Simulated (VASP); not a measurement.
## Ge: single point with PBEsol

The system is Ge.

```
CELL_PARAMETERS angstrom
-2.00208 -3.46771 0.00000
2.00208 -3.46771 0.00000
0.00000 0.00000 13.64505
ATOMIC_POSITIONS crystal
Ge 0.00000 0.00000 0.15106
Ge 0.00000 0.00000 0.33062
Ge 0.00000 0.00000 0.63274
Ge 0.00000 0.00000 0.81230
Ge 0.66667 0.66667 0.09069
Ge 0.33333 0.33333 0.39099
Ge 0.33333 0.33333 0.57237
Ge 0.66667 0.66667 0.87267
```

- Program: VASP 6.6.1
- Task: single point
- Functional: PBEsol
- Potentials or basis: VASP PAW PBE potentials, release 64 (Ge_d)
- Cutoff: 520 eV
- k mesh: 11 × 11 × 3
- Occupations: gaussian, width 0.15 eV
- Spin: no spin polarisation
- Dipole correction: no
- Further INCAR settings: ALGO = Normal; EDIFF = 1e-06; NBANDS = 66

The pressure is -1.1 GPa, the largest force is 1.175 eV/Å and the band gap on the k mesh is zero (band 56 reaches 4.43 eV, above the bottom of band 57 at 4.28 eV).

Forces in eV/Å, atoms in the order of the input:
```
Ge   0.000  0.000 -0.257
Ge   0.000  0.000  0.028
Ge   0.000  0.000 -0.028
Ge   0.000  0.000  0.257
Ge   0.000  0.000 -1.175
Ge   0.000  0.000 -0.018
Ge   0.000  0.000  0.018
Ge   0.000  0.000  1.175
```

Stress tensor (GPa, compression positive):
```
 0.03  0.00  0.00
 0.00  0.03  0.00
 0.00  0.00 -3.48
```

Levels at points of the mesh, in eV from the Fermi level:
| k point | band 53 | band 54 | band 55 | band 56 | band 57 | band 58 | band 59 | band 60 |
| --- | --- | --- | --- | --- | --- | --- | --- | --- |
| (0.00, 0.00, 0.00) | -0.58 | -0.38 | 0.02 | 0.04 | 0.04 | 0.15 | 0.72 | 0.77 |

Run time: 10 min on 1 thread of Oxide Virtual Turin-like Processor (shared host), peak memory 0.4 GiB.

Caveat: the PAW data sets were made with another functional, which shifts forces and pressure a little.
